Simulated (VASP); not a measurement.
**Nb: single point with PBE**

Nb:

```
Nb
1.0
    -1.31315    1.31315    1.31315
     1.31315   -1.31315    1.31315
     1.31315    1.31315   -1.31315
Nb
1
Direct
  0.00000 0.00000 0.00000
```

This cell differs from its parent crystal: volume scaled by 0.5.

| Item | Value |
| --- | --- |
| Program | VASP 6.6.1 |
| Task | single point |
| Functional | PBE |
| Potentials or basis | VASP PAW PBE potentials, release 64 (Nb_sv) |
| Cutoff | 520 eV |
| k mesh | 16 × 16 × 16 |
| Occupations | fermi-dirac, width 0.05 eV |
| Spin | no spin polarisation |
| Dipole correction | no |
| Further INCAR settings | ALGO = Normal; EDIFF = 1e-06; NBANDS = 12 |

* Pressure: 431.5 GPa

Levels at points of the mesh, in eV from the Fermi level:
| k point | band 3 | band 4 | band 5 | band 6 | band 7 | band 8 | band 9 | band 10 |
| --- | --- | --- | --- | --- | --- | --- | --- | --- |
| (0.00, 0.00, 0.00) | -28.03 | -28.03 | -5.15 | -1.84 | -1.84 | -1.84 | 3.94 | 3.94 |
| (0.50, 0.00, 0.00) | -30.50 | -28.33 | -8.74 | -6.47 | 5.24 | 6.47 | 8.52 | 12.26 |
| (0.50, 0.50, 0.50) | -33.38 | -33.38 | -11.22 | -11.22 | 10.59 | 10.59 | 10.59 | 16.69 |

Wall time 13 s on 1 thread of AMD EPYC 9R45 96-Core Processor (Zen 5), with other jobs on the host, peak memory 0.1 GiB.
